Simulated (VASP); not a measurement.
Set up this calculation in VASP 6.6.1, as the native input.

```
Task                   : single point
Functional             : PBE
Potentials or basis    : VASP PAW PBE potentials, release 64 (S, W_sv)
Cutoff                 : 520 eV
k mesh                 : 9 × 9 × 1
Occupations            : gaussian, width 0.05 eV
Spin                   : no spin polarisation
Dipole correction      : yes
Further INCAR settings : ALGO = Normal; EDIFF = 1e-06; NBANDS = 35
```

The structure of WS2 lies in POSCAR:

```
WS2
1.0
    3.1885197258      0.0000000000      0.0000000000
   -1.5942598629      2.7613390830      0.0000000000
    0.0000000000      0.0000000000     35.0925211250
S W
4 2
Direct
    0.6666666667      0.3333333333      0.2137207519
    0.6666666667      0.3333333333      0.3032512860
    0.6666666667      0.3333333333      0.6967487140
    0.6666666667      0.3333333333      0.7862792481
    0.3333333333      0.6666666667      0.2584860189
    0.3333333333      0.6666666667      0.7415139811
```

These files were run (other wordings do the same):

INCAR

```
SYSTEM = WS2
PREC     = Accurate       ! precision mode
ENCUT    = 520            ! plane-wave cutoff, eV
EDIFF    = 1E-6           ! SCF threshold, eV
ISMEAR   = 0              ! smearing method
SIGMA    = 0.05           ! smearing width, eV
LREAL    = .FALSE.        ! projectors in reciprocal space
LASPH    = .TRUE.         ! aspherical terms in the spheres
NELM     = 60             ! most SCF steps
ALGO     = Normal         ! electronic algorithm
ISIF     = 2              ! what is computed and relaxed
LWAVE    = .FALSE.        ! write WAVECAR
LCHARG   = .FALSE.        ! write CHGCAR
LDIPOL   = .TRUE.       
IDIPOL   = 3            
DIPOL    = 0.5 0.5 0.500
GGA      = PE             ! functional
NBANDS   = 35             ! bands
```

KPOINTS

```
regular mesh
0
G
  9 9 1
  0 0 0
```

Potentials or basis: VASP PAW PBE potentials, release 64 (S, W_sv).

Command:

```sh
$ cat potpaw_PBE.64/S/POTCAR potpaw_PBE.64/W_sv/POTCAR > POTCAR
$ mpirun -np 1 vasp_std > vasp.out
```

It gave:

```
Band gap on the k mesh : 1.81 eV, direct
```

Caveat: spin-orbit coupling is left out, which moves the levels of the heavy elements.

Run time: 2.8 min on 1 thread of Intel(R) Xeon(R) Platinum 8259CL CPU @ 2.50GHz (Skylake/Cascade Lake) (shared host), peak memory 0.45 GiB.
